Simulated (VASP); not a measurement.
Input of a VASP 6.6.1 run:

File INCAR:

```
  PREC = Accurate
  ENCUT = 520
  EDIFF = 1E-7
  ISMEAR = -1
  SIGMA = 0.05
  LREAL = F
  LASPH = T
  NELM = 100
  ALGO = Normal
  ISIF = 2
  LWAVE = F
  LCHARG = F
  GGA = PS
  NBANDS = 43
```

Contents of KPOINTS:

```
Automatic mesh
0
Gamma
  4 6 4
```

The input POSCAR:

```
GeBi2O4
1.0
    6.6644430592     -0.0026391409      0.2286540035
    0.0012647795      3.4290765029      0.0019179144
   -1.8791461919     -0.0025097869      5.2109028186
Ge Bi O
1 2 4
Direct
    0.4708472954      0.0014429512      0.5716151711
    0.0129637685      0.0014606106     -0.0666317977
    0.5706216591      0.5014805017      0.1077739966
    0.6314620631      0.5014594449      0.7243564315
    0.3626183744      0.0014591937      0.8377062044
    0.1690895976      0.5014799579      0.1401801212
    0.8063240601      0.0014907180      0.1704605190
```

Potentials or basis: VASP PAW PBE potentials, release 64 (Ge_d, Bi_d, O).

Run with:

```console
$ cat potpaw_PBE.64/Ge_d/POTCAR potpaw_PBE.64/Bi_d/POTCAR potpaw_PBE.64/O/POTCAR > POTCAR
$ mpirun -np 1 vasp_std > vasp.out
```

Task: What does it give for the pressure?

Result: 0.2 GPa.

Task: Predict the largest force.

Result: 0.077 eV/Å.

Task: Estimate the band gap on the k mesh.

Result: 1.49 eV (least direct gap 1.84 eV).

Forces on the atoms (eV/Å):
```
Ge  -0.005  0.000 -0.050
Bi   0.002  0.000 -0.074
Bi  -0.046  0.000  0.062
O    0.021  0.000 -0.003
O   -0.005  0.000 -0.016
O    0.034  0.000  0.054
O   -0.001  0.000  0.027
```

Caveat: the PAW data sets were made with another functional, which shifts forces and pressure a little; spin-orbit coupling is left out, which moves the levels of the heavy elements. A k mesh can miss the band edges.
